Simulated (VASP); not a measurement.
Here is a VASP 6.6.1 calculation.

INCAR

```
SYSTEM = Zn12O
PREC = Accurate
ENCUT = 520
EDIFF = 1E-6
ISMEAR = -1
SIGMA = 0.15
LREAL = .False.
LASPH = .True.
NELM = 80
ALGO = Normal
ISIF = 2
LWAVE = .False.
LCHARG = .False.
GGA = PE
NBANDS = 87
```

File KPOINTS:

```
regular mesh
0
Gamma
  2 2 2
  0 0 0
```

Contents of POSCAR:

```
Zn12O
1.0
    5.3200000000      0.0000000000      0.0000000000
   -3.9900000000      6.9108830000      0.0000000000
    0.0000000000      0.0000000000      4.9369600000
Zn O
12 1
Direct
    0.0412770422      0.0878180111      0.1693349754
    0.1712563195      0.2146324862      0.6642954369
   -0.0490659079      0.3322730250     -0.0450884755
    0.1974341245      0.5014409881      0.4037302307
   -0.0270928921      0.6463573468     -0.1736088605
    0.1580727021      0.8679064600      0.5041361486
    0.3577315371     -0.0543780006     -0.0030788177
    0.6729996564      0.2307664592      0.4639089642
    0.4893368656      0.3501433898      0.0230911330
    0.7107564305      0.5619108296      0.4005703915
    0.5041316822      0.6526517668     -0.0354266593
    0.6919336571      0.8828538987      0.5514729712
    0.6682933218      0.9189274366      0.9981040964
```

Potentials or basis: VASP PAW PBE potentials, release 64 (Zn, O).

The run is started by

```bash
$ cat potpaw_PBE.64/Zn/POTCAR potpaw_PBE.64/O/POTCAR > POTCAR
$ mpirun -np 1 vasp_std > vasp.out
```

(1) Predict the pressure.

(2) What does it give for the largest force?

(3) Estimate the band gap on the k mesh.

## Answers

(1) 14.3 GPa.

(2) 3.200 eV/Å.

(3) zero (band 75 reaches 3.54 eV, above the bottom of band 76 at 3.07 eV).

Caveat: the k points lie up to 0.68 Å⁻¹ apart.
